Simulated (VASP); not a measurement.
# GaAs (I-4m2) in VASP: single point with PBE

Aim: the single point of GaAs with PBE.

Program: VASP 6.6.1. These are calculated values, not measurements. Logs are shortened: lines on timing, memory, paths and dates and some standing lists are left out, and cuts for length are marked.

### Step 1. The cell of the first run

It takes space group I-4m2 (No. 119, tetragonal). Conventional cell: a = 4.007 Å, b = 4.007 Å, c = 5.431 Å, α = 90.00°, β = 90.00°, γ = 90.00°. Within 3.2 Å of Ga (site symmetry -4m2) lie 4 As at 2.42 Å. As (site symmetry -4m2) has 4 Ga at 2.42 Å within 3.2 Å.

### Step 2. Single point, PBE (uniaxial x strain -4.2%)

INCAR reads:

```
PREC     = Accurate       # precision mode
ENCUT    = 520            # plane-wave cutoff, eV
EDIFF    = 1E-6           # SCF threshold, eV
ISMEAR   = -1             # smearing method
SIGMA    = 0.02           # smearing width, eV
LREAL    = F              # projectors in reciprocal space
LASPH    = T              # aspherical terms in the spheres
NELM     = 60             # most SCF steps
ALGO     = Normal         # electronic algorithm
ISIF     = 2              # what is computed and relaxed
LWAVE    = F              # write WAVECAR
LCHARG   = F              # write CHGCAR
GGA      = PE             # functional
NBANDS   = 16             # bands
```

KPOINTS reads:

```
Automatic mesh
0
Gamma
  8 8 8
```

POSCAR reads:

```
GaAs
1.0
    0.0000000000      2.8330850948      2.8330850948
    2.7155120634      0.0000000000      2.8330850948
    2.7155120634      2.8330850948      0.0000000000
Ga As
1 1
Direct
    0.0000000000      0.0000000000      0.0000000000
    0.2500000000      0.2500000000      0.2500000000
```

Potentials or basis: VASP PAW PBE potentials, release 64 (Ga_d, As).

On the command line:

```bash
$ cat potpaw_PBE.64/Ga_d/POTCAR potpaw_PBE.64/As/POTCAR > POTCAR
$ mpirun -np 1 vasp_std > vasp.out
```

OUTCAR:

```text
PREC = Accurate
   ENCUT = 520
   EDIFF = 1E-6
   ISMEAR = -1
   LREAL = F
   LASPH = T
   NELM = 60
   ISIF = 2
   GGA = PE

 ion  position               nearest neighbor table
   1  0.000  0.000  0.000-   2 2.42   2 2.42   2 2.42   2 2.42
   2  0.250  0.250  0.250-   1 2.42   1 2.42   1 2.42   1 2.42

  LATTYP: Found a body centered tetragonal cell.
 ALAT       =     4.0065873644
 C/A-ratio  =     1.3555236996

  Lattice vectors:

 A1 = (  -2.7155120634,   0.0000000000,  -2.8330850948)
 A2 = (  -2.7155120634,   0.0000000000,   2.8330850948)
 A3 = (   2.7155120634,   2.8330850948,   0.0000000000)

Analysis of symmetry for initial positions (statically):
=====================================================================
 Subroutine PRICEL returns:
 Original cell was already a primitive cell.

 Routine SETGRP: Setting up the symmetry group for a
 body centered tetragonal supercell.

 Subroutine GETGRP returns: Found  8 space group operations
 (whereof  8 operations were pure point group operations)
 out of a pool of 16 trial point group operations.

The static configuration has the point symmetry D_2d.

Analysis of symmetry for dynamics (positions and initial velocities):
=====================================================================
 Subroutine PRICEL returns:
 Original cell was already a primitive cell.

 Routine SETGRP: Setting up the symmetry group for a
 body centered tetragonal supercell.

 Subroutine GETGRP returns: Found  8 space group operations
 (whereof  8 operations were pure point group operations)
 out of a pool of 16 trial point group operations.

The dynamic configuration has the point symmetry D_2d.

 Subroutine INISYM returns: Found  8 space group operations
 (whereof  8 operations are pure point group operations),
 and found     1 'primitive' translations

----------------------------------------------------------------------------------------

                                     Primitive cell

  volume of cell :      43.5914

  direct lattice vectors                    reciprocal lattice vectors
     0.000000000  2.833085095  2.833085095    -0.184127335  0.176486051  0.176486051
     2.715512063  0.000000000  2.833085095     0.184127335 -0.176486051  0.176486051
     2.715512063  2.833085095  0.000000000     0.184127335  0.176486051 -0.176486051

  length of vectors
     4.006587364  3.924331398  3.924331398     0.310157263  0.310157263  0.310157263

  position of ions in fractional coordinates (direct lattice)
     0.000000000  0.000000000  0.000000000
     0.250000000  0.250000000  0.250000000

  ion indices of the primitive-cell ions
   primitive index   ion index
                 1           1
                 2           2

----------------------------------------------------------------------------------------

 KPOINTS: Automatic mesh

Automatic generation of k-mesh.
 Grid dimensions read from file:
 generate k-points for:    8    8    8

 Generating k-lattice:

  Cartesian coordinates                     Fractional coordinates (reciprocal lattice)
    -0.023015917  0.022060756  0.022060756     0.125000000  0.000000000  0.000000000
     0.023015917 -0.022060756  0.022060756     0.000000000  0.125000000  0.000000000
     0.023015917  0.022060756 -0.022060756     0.000000000  0.000000000  0.125000000

  Length of vectors
     0.038769658  0.038769658  0.038769658

  Shift w.r.t. Gamma in fractional coordinates (k-lattice)
     0.000000000  0.000000000  0.000000000

 Subroutine IBZKPT returns following result:
 ===========================================

 Found     59 irreducible k-points:

 Following reciprocal coordinates:
            Coordinates               Weight
  0.000000  0.000000  0.000000      1.000000
  0.125000  0.000000  0.000000      8.000000
  0.250000  0.000000  0.000000      8.000000
  0.375000 -0.000000 -0.000000      8.000000
  0.500000  0.000000  0.000000      4.000000
  0.125000  0.125000  0.000000      4.000000
[... 16 lines left out ...]
  0.250000  0.125000  0.125000      4.000000
  0.375000  0.125000  0.125000      8.000000
 [... further k-points ...]
   k-points           NKPTS =     59   k-points in BZ     NKDIM =     59   number of bands    NBANDS=     16
   number of dos      NEDOS =    301   number of ions     NIONS =      2
   total plane-waves  NPLWV =  27000
   dimension x,y,z NGX =    30 NGY =   30 NGZ =   30
   dimension x,y,z NGXF=    60 NGYF=   60 NGZF=   60
   ions per type =               1   1
   NGX,Y,Z   is equivalent  to a cutoff of  12.45, 12.71, 12.71 a.u.
   NGXF,Y,Z  is equivalent  to a cutoff of  24.90, 25.42, 25.42 a.u.
 SYSTEM =  unknown system
   PREC   = accura    normal or accurate (medium, high low for compatibility)
   ISTART =      0    job   : 0-new  1-cont  2-samecut
   ICHARG =      2    charge: 1-file 2-atom 10-const
   ISPIN  =      1    spin polarized calculation?
   LNONCOLLINEAR =      F non collinear calculations
   LSORBIT =      F    spin-orbit coupling
   LASPH  =      T    aspherical Exc in radial PAW
   ENCUT  =  520.0 eV  38.22 Ry    6.18 a.u.   7.45  7.30  7.30*2*pi/ulx,y,z
   NELM   =     60;   NELMIN=  2; NELMDL= -5     # of ELM steps
   EDIFF  = 0.1E-05   stopping-criterion for ELM
   LREAL  =      F    real-space projection
   EDIFFG = 0.1E-04   stopping-criterion for IOM
   NSW    =      0    number of steps for IOM
   IBRION =     -1    ionic relax: 0-MD 1-quasi-New 2-CG
   NFREE  =      0    steps in history (QN), initial steepest desc. (CG)
   ISIF   =      2    stress and relaxation
   ISYM   =      2    0-nonsym 1-usesym 2-fastsym
   POTIM  = 0.5000    time-step for ionic-motion
   TEBEG  =    0.0;   TEEND  =   0.0 temperature during run
   PSTRESS=    0.0 pullay stress
   NELECT =      18.0000    total number of electrons
   NUPDOWN=      -1.0000    fix difference up-down
   EMIN   =  10.00;   EMAX   =-10.00  energy-range for DOS
   EFERMI =   0.00;   METHOD = LEGACY
   ISMEAR =    -1;   SIGMA  =   0.02  broadening in eV -4-tet -1-fermi 0-gaus
   EFERMI_NEDOS =   21; number of points for ismear=-14 and -15
   IALGO  =     38    algorithm
   IMIX   =      4    mixing-type and parameters
     AMIX     =   0.40;   BMIX     =  1.00
     AMIX_MAG =   1.60;   BMIX_MAG =  1.00
  volume/ion in A,a.u.               =      21.80       147.08
  Fermi-wavevector in a.u.,A,eV,Ry     =   1.219079  2.303726 20.220362  1.486155
  Thomas-Fermi vector in A             =   2.354344
   LORBIT       =      0    0 simple, 1 ext, 2 COOP (PROOUT), +10 PAW based schemes
   GGA     = PE    functional components
   LHFCALC =     F    Hartree Fock is set to
   AEXX    =    0.0000 exact exchange contribution
   IVDW    =     0    specifies the selected vdW correction
   LEPSILON=     F    determine dielectric tensor
   LRPA    =     F    only Hartree local field effects (RPA)
 non-spin polarized calculation
  energy-cutoff  :      520.00
  volume of cell :       43.59
 maximum number of plane-waves:      1202
 NGX is ok and might be reduce to    30
   NGX = 15   NGY = 15   NGZ = 15

 number of electron      18.0000007 magnetization

 Free energy of the ion-electron system (eV)
  ---------------------------------------------------
  ext. energy  EPLUGINS =         0.00000000
  ---------------------------------------------------
  free energy    TOTEN  =        -8.18948649 eV

  energy without entropy =       -8.18948649  energy(sigma->0) =       -8.18948649

 E-fermi :   4.7444     XC(G=0):  -9.7516

 val. band max:        4.4309052115   @ k =   0.0000   0.0000   0.0000
 cond. band min:       5.0565441653   @ k =   0.0000   0.0000   0.0000
 fundamental gap:      0.6256389538
 Fermi energy:         4.7443730832

 k-point     1 :       0.0000    0.0000    0.0000
  band No.  band energies     occupation
      1     -10.6062      2.00000
      2     -10.6062      2.00000
      3     -10.5956      2.00000
      4     -10.5185      2.00000
      5     -10.5117      2.00000
      6      -8.7092      2.00000
[... 8 lines left out ...]
     15      14.0739      0.00000
     16      14.8330      0.00000

 k-point     2 :       0.1250    0.0000    0.0000
  band No.  band energies     occupation
      1     -10.6195      2.00000
      2     -10.6022      2.00000
      3     -10.5945      2.00000
      4     -10.5189      2.00000
      5     -10.5116      2.00000
      6      -8.5165      2.00000
[... 8 lines left out ...]
     15      13.3108      0.00000
     16      13.8170      0.00000

 k-point     3 :       0.2500    0.0000    0.0000
  band No.  band energies     occupation
      1     -10.6533      2.00000
      2     -10.5934      2.00000
      3     -10.5867      2.00000
      4     -10.5190      2.00000
      5     -10.5102      2.00000
      6      -7.9781      2.00000
[... 8 lines left out ...]
     15      13.2723      0.00000
     16      13.6773      0.00000

 k-point     4 :       0.3750   -0.0000   -0.0000
  band No.  band energies     occupation
      1     -10.6831      2.00000
      2     -10.5866      2.00000
      3     -10.5800      2.00000
      4     -10.5174      2.00000
      5     -10.5069      2.00000
      6      -7.2513      2.00000
[... 8 lines left out ...]
     15      14.5670      0.00000
     16      14.6843      0.00000
[... 324 lines left out ...]
 k-point    22 :       0.0000    0.1250    0.1250
  band No.  band energies     occupation
      1     -10.6220      2.00000
      2     -10.5983      2.00000
      3     -10.5983      2.00000
      4     -10.5227      2.00000
      5     -10.5092      2.00000
      6      -8.4397      2.00000
[... 8 lines left out ...]
     15      13.4808      0.00000
     16      14.3470      0.00000

 k-point    23 :       0.2500    0.1250    0.1250
  band No.  band energies     occupation
      1     -10.6423      2.00000
      2     -10.5975      2.00000
      3     -10.5849      2.00000
      4     -10.5170      2.00000
      5     -10.5135      2.00000
      6      -8.2195      2.00000
[... 8 lines left out ...]
     15      13.4084      0.00000
     16      14.1719      0.00000

 k-point    24 :       0.3750    0.1250    0.1250
  band No.  band energies     occupation
      1     -10.6709      2.00000
      2     -10.5881      2.00000
      3     -10.5788      2.00000
      4     -10.5167      2.00000
      5     -10.5127      2.00000
      6      -7.6114      2.00000
[... 8 lines left out ...]
     15      14.1404      0.00000
     16      15.5579      0.00000

 [... further k-points ...]
[... 5 lines left out ...]
  --------------------------------------------------------------------------------------
  -------------------------------------------------------------------------------------
  Total        2.1486899      1.5278362      1.5278362      0.0000000      0.0000000      0.0000000
  in kB       78.9738587     56.1547388     56.1547388      0.0000000      0.0000000      0.0000000
  external PRESSURE =      63.7611121 kB  Pullay stress =       0.0000000 kB

 VOLUME and BASIS-vectors are now :
 -----------------------------------------------------------------------------
  energy-cutoff  :      520.00
  volume of cell :       43.59
      direct lattice vectors                 reciprocal lattice vectors
     0.000000000  2.833085095  2.833085095    -0.184127335  0.176486051  0.176486051
     2.715512063  0.000000000  2.833085095     0.184127335 -0.176486051  0.176486051
     2.715512063  2.833085095  0.000000000     0.184127335  0.176486051 -0.176486051

 POSITION                                       TOTAL-FORCE (eV/Angst)
 -----------------------------------------------------------------------------------
      0.00000      0.00000      0.00000        -0.000000     -0.000000      0.000000
      1.35776      1.41654      1.41654         0.000000      0.000000     -0.000000
 -----------------------------------------------------------------------------------
    total drift:                                0.000001      0.000002      0.000002

  FREE ENERGIE OF THE ION-ELECTRON SYSTEM (eV)
  ---------------------------------------------------
  free  energy   TOTEN  =        -8.1894864910 eV

  energy  without entropy=       -8.1894864906  energy(sigma->0) =       -8.18948649
```

It took 69 s on 1 thread of Intel Xeon 8259CL, shared host; peak memory 0.19 GiB.

Results:

```yaml
Free_energy: -8.1895 eV
Pressure: 6.4 GPa
Band_gap_on_the_k_mesh: 0.63 eV, direct
```

Caveat: the cell differs from its parent crystal (uniaxial x strain -4.2%).
